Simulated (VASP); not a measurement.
# WS2 (Tungstenite) (P6_3/mmc) in VASP: notebook

Aim: see how the results for WS2 (Tungstenite) move with the level of theory and the settings. Levels: PBE, PBE+D3(BJ). Tasks: single point.

Program: VASP 6.6.1. These are calculated values, not measurements. Logs are shortened: lines on timing, memory, paths and dates and some standing lists are left out, and cuts for length are marked.

## 1. The cell of the first run

Symmetry: P6_3/mmc, No. 194, hexagonal system. Conventional cell: a = 3.201 Å, b = 3.201 Å, c = 12.583 Å, α = 90.00°, β = 90.00°, γ = 120.00°. W (site symmetry -6m2) has 6 S at 2.43 Å within 3.2 Å. S (site symmetry 3m) has 3 W at 2.43 Å and 1 S at 3.15 Å within 3.2 Å.

## 2. Single point, PBE

The input, INCAR:

```
SYSTEM = WS2
ALGO = Normal ; EDIFF = 1E-7
ENCUT = 520 ; GGA = PE
ISIF = 2 ; ISMEAR = -1
LASPH = .TRUE. ; LCHARG = .TRUE.
LELF = .TRUE. ; LREAL = .FALSE.
LVHAR = .TRUE. ; LWAVE = .FALSE.
NBANDS = 35 ; NELM = 80
PREC = Accurate ; SIGMA = 0.05
```

The input, KPOINTS:

```
k-points
0
G
  10 10 3
  0 0 0
```

The input, POSCAR:

```
WS2
1.0
    3.2010602164      0.0000000000      0.0000000000
   -1.6005301082      2.7721994664      0.0000000000
    0.0000000000      0.0000000000     12.5827838695
W S
2 4
Direct
    0.6666666667      0.3333333333      0.7500000000
    0.3333333333      0.6666666667      0.2500000000
    0.6666666667      0.3333333333      0.3750000000
    0.3333333333      0.6666666667      0.8750000000
    0.6666666667      0.3333333333      0.1250000000
    0.3333333333      0.6666666667      0.6250000000
```

Potentials or basis: VASP PAW PBE potentials, release 64 (W_sv, S).

Started as:

```bash
cat potpaw_PBE.64/W_sv/POTCAR potpaw_PBE.64/S/POTCAR > POTCAR
mpirun -np 1 vasp_std > vasp.out
```

OUTCAR:

```text
SYSTEM = WS2
   EDIFF = 1E-7
   ENCUT = 520
   GGA = PE
   ISIF = 2
   ISMEAR = -1
   LASPH = .TRUE.
   LREAL = .FALSE.
   NELM = 80
   PREC = Accurate

 ion  position               nearest neighbor table
   1  0.667  0.333  0.750-   4 2.43   6 2.43   4 2.43   6 2.43   4 2.43   6 2.43
   2  0.333  0.667  0.250-   3 2.43   5 2.43   3 2.43   5 2.43   3 2.43   5 2.43
   3  0.667  0.333  0.375-   2 2.43   2 2.43   2 2.43
   4  0.333  0.667  0.875-   1 2.43   1 2.43   1 2.43
   5  0.667  0.333  0.125-   2 2.43   2 2.43   2 2.43
   6  0.333  0.667  0.625-   1 2.43   1 2.43   1 2.43

  LATTYP: Found a hexagonal cell.
 ALAT       =     3.2010602164
 C/A-ratio  =     3.9308176101

  Lattice vectors:

 A1 = (   3.2010602164,   0.0000000000,   0.0000000000)
 A2 = (  -1.6005301082,   2.7721994664,   0.0000000000)
 A3 = (   0.0000000000,   0.0000000000,  12.5827838695)

Analysis of symmetry for initial positions (statically):
=====================================================================
 Subroutine PRICEL returns:
 Original cell was already a primitive cell.

 Routine SETGRP: Setting up the symmetry group for a
 hexagonal supercell.

 Subroutine GETGRP returns: Found 24 space group operations
 (whereof 12 operations were pure point group operations)
 out of a pool of 24 trial point group operations.

The static configuration has the point symmetry D_3d.
 The point group associated with its full space group is D_6h.

Analysis of symmetry for dynamics (positions and initial velocities):
=====================================================================
 Subroutine PRICEL returns:
 Original cell was already a primitive cell.

 Routine SETGRP: Setting up the symmetry group for a
 hexagonal supercell.

 Subroutine GETGRP returns: Found 24 space group operations
 (whereof 12 operations were pure point group operations)
 out of a pool of 24 trial point group operations.

The dynamic configuration has the point symmetry D_3d.
 The point group associated with its full space group is D_6h.

 Subroutine INISYM returns: Found 24 space group operations
 (whereof 12 operations are pure point group operations),
 and found     1 'primitive' translations

----------------------------------------------------------------------------------------

                                     Primitive cell

  volume of cell :     111.6593

  direct lattice vectors                    reciprocal lattice vectors
     3.201060216  0.000000000  0.000000000     0.312396498  0.180362202  0.000000000
    -1.600530108  2.772199466  0.000000000     0.000000000  0.360724404  0.000000000
     0.000000000  0.000000000 12.582783870     0.000000000  0.000000000  0.079473669

  length of vectors
     3.201060216  3.201060216 12.582783870     0.360724404  0.360724404  0.079473669

  position of ions in fractional coordinates (direct lattice)
     0.666666667  0.333333333  0.750000000
     0.333333333  0.666666667  0.250000000
     0.666666667  0.333333333  0.375000000
     0.333333333  0.666666667  0.875000000
     0.666666667  0.333333333  0.125000000
     0.333333333  0.666666667  0.625000000

  ion indices of the primitive-cell ions
   primitive index   ion index
                 1           1
                 2           2
                 3           3
                 4           4
                 5           5
                 6           6

----------------------------------------------------------------------------------------

 KPOINTS: k-points

Automatic generation of k-mesh.
 Grid dimensions read from file:
 generate k-points for:   10   10    3

 Generating k-lattice:

  Cartesian coordinates                     Fractional coordinates (reciprocal lattice)
     0.031239650  0.018036220  0.000000000     0.100000000  0.000000000  0.000000000
     0.000000000  0.036072440  0.000000000     0.000000000  0.100000000  0.000000000
     0.000000000  0.000000000  0.026491223     0.000000000  0.000000000  0.333333333

  Length of vectors
     0.036072440  0.036072440  0.026491223

  Shift w.r.t. Gamma in fractional coordinates (k-lattice)
     0.000000000  0.000000000  0.000000000

 Subroutine IBZKPT returns following result:
 ===========================================

 Found     28 irreducible k-points:

 Following reciprocal coordinates:
            Coordinates               Weight
  0.000000  0.000000  0.000000      1.000000
  0.100000  0.000000  0.000000      6.000000
  0.200000  0.000000  0.000000      6.000000
  0.300000  0.000000  0.000000      6.000000
  0.400000  0.000000  0.000000      6.000000
  0.500000  0.000000  0.000000      3.000000
[... 16 lines left out ...]
  0.300000  0.100000  0.333333     24.000000
  0.400000  0.100000  0.333333     24.000000
 [... further k-points ...]
   k-points           NKPTS =     28   k-points in BZ     NKDIM =     28   number of bands    NBANDS=     35
   number of dos      NEDOS =    301   number of ions     NIONS =      6
   total plane-waves  NPLWV =  55296
   dimension x,y,z NGX =    24 NGY =   24 NGZ =   96
   dimension x,y,z NGXF=    48 NGYF=   48 NGZF=  192
   ions per type =               2   4
   NGX,Y,Z   is equivalent  to a cutoff of  12.46, 12.46, 12.68 a.u.
   NGXF,Y,Z  is equivalent  to a cutoff of  24.93, 24.93, 25.37 a.u.
 SYSTEM =  WS2
   PREC   = accura    normal or accurate (medium, high low for compatibility)
   ISTART =      0    job   : 0-new  1-cont  2-samecut
   ICHARG =      2    charge: 1-file 2-atom 10-const
   ISPIN  =      1    spin polarized calculation?
   LNONCOLLINEAR =      F non collinear calculations
   LSORBIT =      F    spin-orbit coupling
   LASPH  =      T    aspherical Exc in radial PAW
   ENCUT  =  520.0 eV  38.22 Ry    6.18 a.u.   5.95  5.95 23.40*2*pi/ulx,y,z
   NELM   =     80;   NELMIN=  2; NELMDL= -5     # of ELM steps
   EDIFF  = 0.1E-06   stopping-criterion for ELM
   LREAL  =      F    real-space projection
   EDIFFG = 0.1E-05   stopping-criterion for IOM
   NSW    =      0    number of steps for IOM
   IBRION =     -1    ionic relax: 0-MD 1-quasi-New 2-CG
   NFREE  =      0    steps in history (QN), initial steepest desc. (CG)
   ISIF   =      2    stress and relaxation
   ISYM   =      2    0-nonsym 1-usesym 2-fastsym
   POTIM  = 0.5000    time-step for ionic-motion
   TEBEG  =    0.0;   TEEND  =   0.0 temperature during run
   PSTRESS=    0.0 pullay stress
   NELECT =      52.0000    total number of electrons
   NUPDOWN=      -1.0000    fix difference up-down
   EMIN   =  10.00;   EMAX   =-10.00  energy-range for DOS
   EFERMI =   0.00;   METHOD = LEGACY
   ISMEAR =    -1;   SIGMA  =   0.05  broadening in eV -4-tet -1-fermi 0-gaus
   EFERMI_NEDOS =   21; number of points for ismear=-14 and -15
   IALGO  =     38    algorithm
   IMIX   =      4    mixing-type and parameters
     AMIX     =   0.40;   BMIX     =  1.00
     AMIX_MAG =   1.60;   BMIX_MAG =  1.00
  volume/ion in A,a.u.               =      18.61       125.59
  Fermi-wavevector in a.u.,A,eV,Ry     =   1.268949  2.397966 21.908540  1.610232
  Thomas-Fermi vector in A             =   2.402017
   LORBIT       =      0    0 simple, 1 ext, 2 COOP (PROOUT), +10 PAW based schemes
   GGA     = PE    functional components
   LHFCALC =     F    Hartree Fock is set to
   AEXX    =    0.0000 exact exchange contribution
   IVDW    =     0    specifies the selected vdW correction
   LEPSILON=     F    determine dielectric tensor
   LRPA    =     F    only Hartree local field effects (RPA)
 non-spin polarized calculation
  energy-cutoff  :      520.00
  volume of cell :      111.66
 maximum number of plane-waves:      3034
 NGX is ok and might be reduce to    24
   NGX = 11   NGY = 11   NGZ = 47

 number of electron      52.0000012 magnetization

 Free energy of the ion-electron system (eV)
  ---------------------------------------------------
  ext. energy  EPLUGINS =         0.00000000
  ---------------------------------------------------
  free energy    TOTEN  =       -47.29115200 eV

  energy without entropy =      -47.29115165  energy(sigma->0) =      -47.29115182

 E-fermi :   7.3763     XC(G=0): -10.6758

 val. band max:        6.8612398443   @ k =   0.0000   0.0000   0.0000
 cond. band min:       8.0123662178   @ k =   0.2000   0.2000   0.0000
 fundamental gap:      1.1511263735
 Fermi energy:         7.3763272652

 k-point     1 :       0.0000    0.0000    0.0000
  band No.  band energies     occupation
      1     -67.7912      2.00000
      2     -67.7911      2.00000
      3     -32.0074      2.00000
      4     -32.0074      2.00000
      5     -31.8760      2.00000
      6     -31.8760      2.00000
[... 27 lines left out ...]
     34       9.3095      0.00000
     35      11.3977      0.00000

 k-point     2 :       0.1000    0.0000    0.0000
  band No.  band energies     occupation
      1     -67.7897      2.00000
      2     -67.7897      2.00000
      3     -32.0020      2.00000
      4     -32.0020      2.00000
      5     -31.9062      2.00000
      6     -31.9062      2.00000
[... 27 lines left out ...]
     34       9.4110      0.00000
     35      12.1169      0.00000

 k-point     3 :       0.2000    0.0000    0.0000
  band No.  band energies     occupation
      1     -67.7859      2.00000
      2     -67.7859      2.00000
      3     -31.9879      2.00000
      4     -31.9879      2.00000
      5     -31.9845      2.00000
      6     -31.9845      2.00000
[... 27 lines left out ...]
     34      10.0580      0.00000
     35      13.2837      0.00000
[... 723 lines left out ...]
 k-point    23 :       0.3000    0.1000    0.3333
  band No.  band energies     occupation
      1     -67.7786      2.00000
      2     -67.7786      2.00000
      3     -32.1200      2.00000
      4     -32.1199      2.00000
      5     -31.9606      2.00000
      6     -31.9606      2.00000
[... 27 lines left out ...]
     34      10.9863      0.00000
     35      12.7803      0.00000

 k-point    24 :       0.4000    0.1000    0.3333
  band No.  band energies     occupation
      1     -67.7759      2.00000
      2     -67.7759      2.00000
      3     -32.1689      2.00000
      4     -32.1689      2.00000
      5     -31.9658      2.00000
      6     -31.9658      2.00000
[... 27 lines left out ...]
     34      10.8559      0.00000
     35      11.7641      0.00000

 [... further k-points ...]

------------------------ aborting loop because EDIFF is reached ----------------------------------------

  FORCE on cell =-STRESS in cart. coord.  units (eV):
  Direction    XX          YY          ZZ          XY          YZ          ZX
  --------------------------------------------------------------------------------------
  -------------------------------------------------------------------------------------
  Total       -0.9591825     -0.9591825      0.1022543      0.0000000      0.0000000      0.0000000
  in kB      -13.7631167    -13.7631167      1.4672266      0.0000000      0.0000000      0.0000000
  external PRESSURE =      -8.6863356 kB  Pullay stress =       0.0000000 kB

 VOLUME and BASIS-vectors are now :
 -----------------------------------------------------------------------------
  energy-cutoff  :      520.00
  volume of cell :      111.66
      direct lattice vectors                 reciprocal lattice vectors
     3.201060216  0.000000000  0.000000000     0.312396498  0.180362202  0.000000000
    -1.600530108  2.772199466  0.000000000     0.000000000  0.360724404  0.000000000
     0.000000000  0.000000000 12.582783870     0.000000000  0.000000000  0.079473669

 POSITION                                       TOTAL-FORCE (eV/Angst)
 -----------------------------------------------------------------------------------
      1.60053      0.92407      9.43709        -0.000000     -0.000000     -0.000000
     -0.00000      1.84813      3.14570        -0.000000      0.000000     -0.000000
      1.60053      0.92407      4.71854        -0.000000      0.000000     -0.206757
     -0.00000      1.84813     11.00994         0.000000      0.000000     -0.206757
      1.60053      0.92407      1.57285        -0.000000      0.000000      0.206757
     -0.00000      1.84813      7.86424         0.000000     -0.000000      0.206757
 -----------------------------------------------------------------------------------
    total drift:                               -0.000000      0.000000     -0.000000

  FREE ENERGIE OF THE ION-ELECTRON SYSTEM (eV)
  ---------------------------------------------------
  free  energy   TOTEN  =       -47.2911519964 eV

  energy  without entropy=      -47.2911516470  energy(sigma->0) =      -47.29115182
```

Run time: 1.9 min. Hardware: 1 thread of Intel Xeon 6975P-C, shared host; peak memory 0.27 GiB.

What came out:

| Item | Value |
| --- | --- |
| Free energy | -47.2912 eV |
| Pressure | -0.9 GPa |
| Largest force | 0.207 eV/Å |
| Band gap on the k mesh | 1.15 eV, indirect (least direct gap 2.03 eV) |

Forces on the atoms (eV/Å):
```
W    0.000  0.000  0.000
W    0.000  0.000  0.000
S    0.000  0.000 -0.207
S    0.000  0.000 -0.207
S    0.000  0.000  0.207
S    0.000  0.000  0.207
```

Stress tensor (GPa, compression positive):
```
-1.38  0.00  0.00
 0.00 -1.38  0.00
 0.00  0.00  0.15
```

Levels at points of the mesh, in eV from the valence-band top:
```tsv
k point	band 23	band 24	band 25	band 26	band 27	band 28	band 29	band 30
(0.00, 0.00, 0.00)	-2.20	-1.55	-1.02	0.00	2.23	2.23	2.24	2.24
(0.50, 0.00, 0.00)	-1.98	-1.82	-1.61	-1.45	2.17	2.21	2.53	2.73
```

Caveat: spin-orbit coupling is left out, which moves the levels of the heavy elements; this functional lacks dispersion, which binds the layers, so the pressure and a relaxed spacing across them are unreliable. A k mesh can miss the band edges.

## 3. Single point, PBE+D3(BJ)

This run uses another cell than the first one, of 18.97 Å³/atom, 1.020 times its volume.

The input, INCAR:

```
SYSTEM = WS2
PREC = Accurate
ENCUT = 520
EDIFF = 1E-6
ISMEAR = -1
SIGMA = 0.05
LREAL = .False.
LASPH = .True.
NELM = 100
ALGO = Normal
ISIF = 2
LWAVE = .False.
LCHARG = .False.
GGA = PE
IVDW = 12
NBANDS = 35
```

The input, KPOINTS:

```
Automatic mesh
0
Gamma
  10 10 3
  0 0 0
```

POSCAR, as its differences from that of step 2:

```diff
@@ -2,5 +2,5 @@
 1.0
-    3.2010602164      0.0000000000      0.0000000000
-   -1.6005301082      2.7721994664      0.0000000000
-    0.0000000000      0.0000000000     12.5827838695
+    3.2218469041      0.0000000000      0.0000000000
+   -1.6109234521      2.7902012661      0.0000000000
+    0.0000000000      0.0000000000     12.6644925478
 W S
```

Potentials or basis: VASP PAW PBE potentials, release 64 (W_sv, S).

Started as:

```bash
cat potpaw_PBE.64/W_sv/POTCAR potpaw_PBE.64/S/POTCAR > POTCAR
mpirun -np 1 vasp_std > vasp.out
```

Run time: 1.7 min. Hardware: 1 thread of Intel Xeon 6975P-C, shared host; peak memory 0.28 GiB.

It converged, with:

| Item | Value |
| --- | --- |
| Free energy | -49.6474 eV |
| Pressure | -7.2 GPa |
| Largest force | 0.515 eV/Å |
| Band gap on the k mesh | 1.16 eV, indirect (least direct gap 1.98 eV) |
| Dispersion energy per atom | -0.398 eV |

Forces in eV/Å, atoms in the order of the input:
```
W    0.000  0.000  0.000
W    0.000  0.000  0.000
S    0.000  0.000 -0.515
S    0.000  0.000 -0.515
S    0.000  0.000  0.515
S    0.000  0.000  0.515
```

Stress tensor (GPa, compression positive):
```
-7.56  0.00  0.00
 0.00 -7.56  0.00
 0.00  0.00 -6.36
```

Levels at points of the mesh, in eV from the valence-band top:
| k point | band 23 | band 24 | band 25 | band 26 | band 27 | band 28 | band 29 | band 30 |
| --- | --- | --- | --- | --- | --- | --- | --- | --- |
| (0.00, 0.00, 0.00) | -2.15 | -1.53 | -0.96 | 0.00 | 2.20 | 2.20 | 2.21 | 2.21 |
| (0.50, 0.00, 0.00) | -1.95 | -1.79 | -1.55 | -1.40 | 2.13 | 2.16 | 2.48 | 2.66 |

Caveat: spin-orbit coupling is left out, which moves the levels of the heavy elements.
